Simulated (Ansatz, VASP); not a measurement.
**Li3RhN2: VASP beside Ansatz**

```xyz
24
Lattice="6.5830 0.0000 0.0000 0.0000 7.5273 0.0000 -4.0855 0.0000 6.9942" Properties=species:S:1:pos:R:3 pbc="T T T"
Li    1.1879    0.1999    0.2670
Li    3.3524    3.9635    3.2301
Li    1.3096    7.3275    6.7272
Li   -0.8549    3.5638    3.7641
Li    3.2013    2.5701    5.6877
Li   -2.7465    6.3337    4.8035
Li   -0.7037    4.9573    1.3064
Li    5.2440    1.1936    2.1907
Li    0.5408    2.4752    6.4055
Li   -0.0860    6.2388    4.0857
Li    1.9567    5.0522    0.5886
Li    2.5836    1.2885    2.9084
Rh   -1.4079    1.1457    4.9028
Rh    1.8627    4.9094    5.5885
Rh    3.9054    6.3816    2.0914
Rh    0.6348    2.6179    1.4057
N    -3.7171    5.9591    6.7429
N     4.1719    2.1955    3.7484
N     6.2146    1.5682    0.2513
N    -1.6744    5.3319    3.2458
N     1.2684    3.9853    4.0615
N    -0.8137    0.2216    6.4297
N     1.2291    3.5420    2.9327
N     3.3112    7.3057    0.5644
```

Alike in both runs: task electric field gradients; functional PBE; k mesh 6 × 5 × 5; occupations fermi-dirac, width 0.05 eV; no spin polarisation.

|  | VASP | Ansatz |
| --- | --- | --- |
| version | VASP 6.6.1 | Ansatz 0.2.0 |
| potentials or method | VASP PAW PBE potentials, release 64 (Li_sv, Rh_pv, N) | plane-wave PAW, scalar-relativistic |
| plane-wave cutoff (eV) | 520 | 420 |
| valence electrons in the cell | 136 | 144 |

```csv
,VASP,Ansatz,Ansatz less VASP
rms of the force components (eV/Å),0.152,0.115,-0.0368
size of Vzz on the site where it differs most (V/Å²),133.4,47.5,-85.91
```

Atom by atom the forces differ by 0.078 eV/Å (rms over components). VASP's potentials hold 136 valence electrons a cell and Ansatz's 144, so a difference there can come from the potentials and not from the codes.

Noted on VASP's run: the cutoff is under 1.25 times that of the potentials, so the pressure is a little rough; the standard files for N, O and F lose accuracy on very short bonds.
